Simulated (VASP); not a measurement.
# CoSi2 (Fm-3m) in VASP: single point with PBE

Aim: the single point of CoSi2 with PBE.

All numbers are computed with VASP 6.6.1; they aren't measurements. Logs are shortened: lines on timing, memory, paths and dates and some standing lists are left out, and cuts for length are marked.

**1. The cell of the first run**

The structure is cubic, space group Fm-3m (No. 225). The conventional cell has a = 5.360 Å, b = 5.360 Å, c = 5.360 Å, α = 90.00°, β = 90.00°, γ = 90.00°. Within 3.1 Å of Co (site symmetry m-3m) lie 8 Si at 2.32 Å. Within 3.1 Å of Si (site symmetry -43m) lie 4 Co at 2.32 Å and 6 Si at 2.68 Å.

**2. Single point, PBE**

Contents of INCAR:

```
PREC = Accurate
ENCUT = 520
EDIFF = 1E-6
ISMEAR = 0
SIGMA = 0.15
LREAL = False
LASPH = True
NELM = 60
ALGO = Normal
ISIF = 2
LWAVE = False
LCHARG = False
GGA = PE
NBANDS = 26
ISYM = 0
```

Contents of KPOINTS:

```
regular mesh
0
Gamma
  12 12 10
```

Contents of POSCAR:

```
CoSi2
1.0
    0.0000000000     -2.6799390597     -2.6799390597
   -2.6799390597      0.0000000000     -2.6799390597
    2.6799390597      2.6799390597     -5.3598781194
Co Si
2 4
Direct
    0.0000000000      0.0000000000      0.0000000000
    0.5000000000      0.5000000000      0.5000000000
    0.1250000000      0.1250000000      0.6250000000
    0.6250000000      0.6250000000      0.1250000000
    0.3750000000      0.3750000000      0.8750000000
    0.8750000000      0.8750000000      0.3750000000
```

Potentials or basis: VASP PAW PBE potentials, release 64 (Co, Si).

Launch:

```
$ cat potpaw_PBE.64/Co/POTCAR potpaw_PBE.64/Si/POTCAR > POTCAR
$ mpirun -np 1 vasp_std > vasp.out
```

OUTCAR:

```text
PREC = Accurate
   ENCUT = 520
   EDIFF = 1E-6
   ISMEAR = 0
   LREAL = False
   LASPH = True
   NELM = 60
   ISIF = 2
   GGA = PE
   ISYM = 0

 ion  position               nearest neighbor table
   1  0.000  0.000  0.000-   3 2.32   4 2.32   5 2.32   6 2.32   4 2.32   4 2.32   5 2.32   5 2.32

   2  0.500  0.500  0.500-   3 2.32   4 2.32   5 2.32   6 2.32   3 2.32   3 2.32   6 2.32   6 2.32

   3  0.125  0.125  0.625-   1 2.32   2 2.32   2 2.32   2 2.32   5 2.68   6 2.68   6 2.68   5 2.68
                             6 2.68   5 2.68
   4  0.625  0.625  0.125-   1 2.32   2 2.32   1 2.32   1 2.32   5 2.68   6 2.68   5 2.68   6 2.68
                             5 2.68   6 2.68
   5  0.375  0.375  0.875-   1 2.32   2 2.32   1 2.32   1 2.32   3 2.68   3 2.68   3 2.68   4 2.68
                             4 2.68   4 2.68
   6  0.875  0.875  0.375-   1 2.32   2 2.32   2 2.32   2 2.32   4 2.68   4 2.68   3 2.68   4 2.68
                             3 2.68   3 2.68

IMPORTANT INFORMATION: All symmetrisations will be switched off!
NOSYMM: (Re-)initialisation of all symmetry stuff for point group C_1.

----------------------------------------------------------------------------------------

                                     Primitive cell

  volume of cell :      76.9901

  direct lattice vectors                    reciprocal lattice vectors
     0.000000000 -2.679939060 -2.679939060     0.093285703 -0.279857110 -0.093285703
    -2.679939060  0.000000000 -2.679939060    -0.279857110  0.093285703 -0.093285703
     2.679939060  2.679939060 -5.359878119     0.093285703  0.093285703 -0.093285703

  length of vectors
     3.790006165  3.790006165  6.564483238     0.309393676  0.309393676  0.161575578

  position of ions in fractional coordinates (direct lattice)
     0.000000000  0.000000000  0.000000000
     0.500000000  0.500000000  0.500000000
     0.125000000  0.125000000  0.625000000
     0.625000000  0.625000000  0.125000000
     0.375000000  0.375000000  0.875000000
     0.875000000  0.875000000  0.375000000

  ion indices of the primitive-cell ions
   primitive index   ion index
                 1           1
                 2           2
                 3           3
                 4           4
                 5           5
                 6           6

----------------------------------------------------------------------------------------

 KPOINTS: regular mesh

Automatic generation of k-mesh.
 Grid dimensions read from file:
 generate k-points for:   12   12   10

 Generating k-lattice:

  Cartesian coordinates                     Fractional coordinates (reciprocal lattice)
     0.007773809 -0.023321426 -0.007773809     0.083333333  0.000000000 -0.000000000
    -0.023321426  0.007773809 -0.007773809     0.000000000  0.083333333 -0.000000000
     0.009328570  0.009328570 -0.009328570     0.000000000  0.000000000  0.100000000

  Length of vectors
     0.025782806  0.025782806  0.016157558

  Shift w.r.t. Gamma in fractional coordinates (k-lattice)
     0.000000000  0.000000000  0.000000000

 -----------------------------------------------------------------------------
|                                                                             |
|           W    W    AA    RRRRR   N    N  II  N    N   GGGG   !!!           |
|           W    W   A  A   R    R  NN   N  II  NN   N  G    G  !!!           |
|           W    W  A    A  R    R  N N  N  II  N N  N  G       !!!           |
|           W WW W  AAAAAA  RRRRR   N  N N  II  N  N N  G  GGG   !            |
|           WW  WW  A    A  R   R   N   NN  II  N   NN  G    G                |
|           W    W  A    A  R    R  N    N  II  N    N   GGGG   !!!           |
|                                                                             |
|     Your reciprocal lattice and k-lattice belong to different lattice       |
|     classes:                                                                |
|                                                                             |
|        The reciprocal lattice is rhombohedral (trigonal),                   |
|        whereas your k-lattice is base-centered monoclinic.                  |
|                                                                             |
|     Results are often still useful ...                                      |
|                                                                             |
 -----------------------------------------------------------------------------

 WARNING: IBZKPT: internal override: KBLOWUP is changed to .FALSE.
      ... skipping the blow-up phase ...

 Subroutine IBZKPT returns following result:
 ===========================================

 Found    724 irreducible k-points:

 Following reciprocal coordinates:
            Coordinates               Weight
  0.000000  0.000000  0.000000      1.000000
  0.083333  0.000000  0.000000      2.000000
  0.166667  0.000000  0.000000      2.000000
  0.250000  0.000000  0.000000      2.000000
  0.333333  0.000000  0.000000      2.000000
  0.416667  0.000000  0.000000      2.000000
[... 16 lines left out ...]
  0.250000  0.166667  0.000000      2.000000
  0.333333  0.166667  0.000000      2.000000
 [... further k-points ...]
   k-points           NKPTS =    724   k-points in BZ     NKDIM =    724   number of bands    NBANDS=     26
   number of dos      NEDOS =    301   number of ions     NIONS =      6
   total plane-waves  NPLWV =  39200
   dimension x,y,z NGX =    28 NGY =   28 NGZ =   50
   dimension x,y,z NGXF=    56 NGYF=   56 NGZF=  100
   ions per type =               2   4
   NGX,Y,Z   is equivalent  to a cutoff of  12.28, 12.28, 12.66 a.u.
   NGXF,Y,Z  is equivalent  to a cutoff of  24.56, 24.56, 25.33 a.u.
 SYSTEM =  unknown system
   PREC   = accura    normal or accurate (medium, high low for compatibility)
   ISTART =      0    job   : 0-new  1-cont  2-samecut
   ICHARG =      2    charge: 1-file 2-atom 10-const
   ISPIN  =      1    spin polarized calculation?
   LNONCOLLINEAR =      F non collinear calculations
   LSORBIT =      F    spin-orbit coupling
   LASPH  =      T    aspherical Exc in radial PAW
   ENCUT  =  520.0 eV  38.22 Ry    6.18 a.u.   7.05  7.05 12.21*2*pi/ulx,y,z
   NELM   =     60;   NELMIN=  2; NELMDL= -5     # of ELM steps
   EDIFF  = 0.1E-05   stopping-criterion for ELM
   LREAL  =      F    real-space projection
   EDIFFG = 0.1E-04   stopping-criterion for IOM
   NSW    =      0    number of steps for IOM
   IBRION =     -1    ionic relax: 0-MD 1-quasi-New 2-CG
   NFREE  =      0    steps in history (QN), initial steepest desc. (CG)
   ISIF   =      2    stress and relaxation
   ISYM   =      0    0-nonsym 1-usesym 2-fastsym
   POTIM  = 0.5000    time-step for ionic-motion
   TEBEG  =    0.0;   TEEND  =   0.0 temperature during run
   PSTRESS=    0.0 pullay stress
   NELECT =      34.0000    total number of electrons
   NUPDOWN=      -1.0000    fix difference up-down
   EMIN   =  10.00;   EMAX   =-10.00  energy-range for DOS
   EFERMI =   0.00;   METHOD = LEGACY
   ISMEAR =     0;   SIGMA  =   0.15  broadening in eV -4-tet -1-fermi 0-gaus
   EFERMI_NEDOS =   21; number of points for ismear=-14 and -15
   IALGO  =     38    algorithm
   IMIX   =      4    mixing-type and parameters
     AMIX     =   0.40;   BMIX     =  1.00
     AMIX_MAG =   1.60;   BMIX_MAG =  1.00
  volume/ion in A,a.u.               =      12.83        86.59
  Fermi-wavevector in a.u.,A,eV,Ry     =   1.246684  2.355890 21.146444  1.554220
  Thomas-Fermi vector in A             =   2.380850
   LORBIT       =      0    0 simple, 1 ext, 2 COOP (PROOUT), +10 PAW based schemes
   GGA     = PE    functional components
   LHFCALC =     F    Hartree Fock is set to
   AEXX    =    0.0000 exact exchange contribution
   IVDW    =     0    specifies the selected vdW correction
   LEPSILON=     F    determine dielectric tensor
   LRPA    =     F    only Hartree local field effects (RPA)
 non-spin polarized calculation
 Gauss-broadening in eV      SIGMA  =   0.15
  energy-cutoff  :      520.00
  volume of cell :       76.99
 maximum number of plane-waves:      2093
   NGX = 15   NGY = 15   NGZ = 25

 number of electron      33.9999997 magnetization

 Free energy of the ion-electron system (eV)
  ---------------------------------------------------
  ext. energy  EPLUGINS =         0.00000000
  ---------------------------------------------------
  free energy    TOTEN  =       -38.60098605 eV

  energy without entropy =      -38.57838828  energy(sigma->0) =      -38.58968716

 E-fermi :  10.0443     XC(G=0): -11.7364

 val. band max:       10.0440503712   @ k =   0.4167   0.4167   0.2000
 cond. band min:      10.0444967773   @ k =   0.0000   0.1667   0.4000
 fundamental gap:      0.0004464061
 Fermi energy:        10.0443483867

 k-point     1 :       0.0000    0.0000    0.0000
  band No.  band energies     occupation
      1      -3.0442      2.00000
      2       0.2679      2.00000
      3       0.8202      2.00000
      4       5.9948      2.00000
      5       5.9955      2.00000
      6       5.9956      2.00000
[... 18 lines left out ...]
     25      13.5131      0.00000
     26      14.3907      0.00000

 k-point     2 :       0.0833    0.0000    0.0000
  band No.  band energies     occupation
      1      -2.9477      2.00000
      2       0.3032      2.00000
      3       0.9448      2.00000
      4       5.7854      2.00000
      5       6.0075      2.00000
      6       6.0218      2.00000
[... 18 lines left out ...]
     25      14.8940      0.00000
     26      14.8976      0.00000

 k-point     3 :       0.1667    0.0000    0.0000
  band No.  band energies     occupation
      1      -2.6595      2.00000
      2       0.4377      2.00000
      3       1.2746      2.00000
      4       5.2490      2.00000
      5       5.6210      2.00000
      6       6.0425      2.00000
[... 572 lines left out ...]
 k-point    23 :       0.2500    0.1667    0.0000
  band No.  band energies     occupation
      1      -2.3224      2.00000
      2       0.2208      2.00000
      3       1.9830      2.00000
      4       4.5521      2.00000
      5       5.4550      2.00000
      6       5.9657      2.00000
[... 18 lines left out ...]
     25      15.7018      0.00000
     26      16.1222      0.00000

 k-point    24 :       0.3333    0.1667    0.0000
  band No.  band energies     occupation
      1      -1.8351      2.00000
      2       0.4742      2.00000
      3       2.3325      2.00000
      4       4.0319      2.00000
      5       4.8540      2.00000
      6       5.3084      2.00000
[... 18 lines left out ...]
     25      15.8569      0.00000
     26      16.5436      0.00000

 [... further k-points ...]

------------------------ aborting loop because EDIFF is reached ----------------------------------------

  FORCE on cell =-STRESS in cart. coord.  units (eV):
  Direction    XX          YY          ZZ          XY          YZ          ZX
  --------------------------------------------------------------------------------------
  -------------------------------------------------------------------------------------
  Total       -0.0544886     -0.0544887     -0.0547867     -0.0127598      0.0117731      0.0117684
  in kB       -1.1339181     -1.1339199     -1.1401216     -0.2655340      0.2449994      0.2449021
  external PRESSURE =      -1.1359865 kB  Pullay stress =       0.0000000 kB

 VOLUME and BASIS-vectors are now :
 -----------------------------------------------------------------------------
  energy-cutoff  :      520.00
  volume of cell :       76.99
      direct lattice vectors                 reciprocal lattice vectors
     0.000000000 -2.679939060 -2.679939060     0.093285703 -0.279857110 -0.093285703
    -2.679939060  0.000000000 -2.679939060    -0.279857110  0.093285703 -0.093285703
     2.679939060  2.679939060 -5.359878119     0.093285703  0.093285703 -0.093285703

 POSITION                                       TOTAL-FORCE (eV/Angst)
 -----------------------------------------------------------------------------------
      0.00000      0.00000      0.00000        -0.000000      0.000001      0.000001
      0.00000      0.00000     -5.35988        -0.000000     -0.000001     -0.000001
      1.33997      1.33997     -4.01991        -0.006132     -0.006132      0.007150
     -1.33997     -1.33997     -4.01991        -0.006103     -0.006104      0.007121
      1.33997      1.33997     -6.69985         0.006104      0.006104     -0.007122
     -1.33997     -1.33997     -6.69985         0.006132      0.006132     -0.007149
 -----------------------------------------------------------------------------------
    total drift:                               -0.000000     -0.000000      0.000000

  FREE ENERGIE OF THE ION-ELECTRON SYSTEM (eV)
  ---------------------------------------------------
  free  energy   TOTEN  =       -38.6009860469 eV

  energy  without entropy=      -38.5783882770  energy(sigma->0) =      -38.58968716
```

It took 17 min on 1 thread of AMD EPYC 9R45 (Zen 5), shared host; peak memory 1.1 GiB.

What came out:

```yaml
Free_energy: -38.6010 eV
Pressure: -0.1 GPa
Band_gap_on_the_k_mesh: zero (bands 17 and 18 overlap by 3.49 eV)
```

Levels at points of the mesh, in eV from the Fermi level:
| k point | band 13 | band 14 | band 15 | band 16 | band 17 | band 18 | band 19 | band 20 | band 21 | band 22 |
| --- | --- | --- | --- | --- | --- | --- | --- | --- | --- | --- |
| (0.00, 0.00, 0.00) | -1.60 | -0.45 | -0.45 | 0.75 | 2.71 | 3.42 | 3.42 | 3.42 | 3.42 | 3.42 |
| (0.50, 0.00, 0.00) | -1.75 | -1.75 | -1.02 | -1.02 | -0.78 | -0.78 | 1.99 | 1.99 | 5.12 | 5.12 |
| (0.00, 0.50, 0.00) | -1.75 | -1.75 | -1.02 | -1.02 | -0.78 | -0.78 | 1.99 | 1.99 | 5.12 | 5.12 |
| (0.50, 0.50, 0.00) | -1.89 | -1.60 | -1.60 | -1.31 | -0.45 | -0.45 | 1.58 | 2.71 | 2.94 | 3.42 |
| (0.00, 0.00, 0.50) | -0.84 | -0.84 | 1.21 | 1.21 | 1.21 | 1.21 | 2.27 | 2.27 | 3.92 | 3.92 |
| (0.50, 0.00, 0.50) | -1.89 | -1.60 | -1.60 | -1.31 | -0.45 | -0.45 | 1.58 | 2.71 | 2.94 | 3.42 |
| (0.00, 0.50, 0.50) | -1.89 | -1.60 | -1.60 | -1.31 | -0.45 | -0.45 | 1.58 | 2.71 | 2.94 | 3.42 |
| (0.50, 0.50, 0.50) | -1.75 | -1.75 | -1.02 | -1.02 | -0.78 | -0.78 | 1.99 | 1.99 | 5.12 | 5.12 |

Spin polarisation is off, so any magnetic state and its effect on volume and gap are missing.
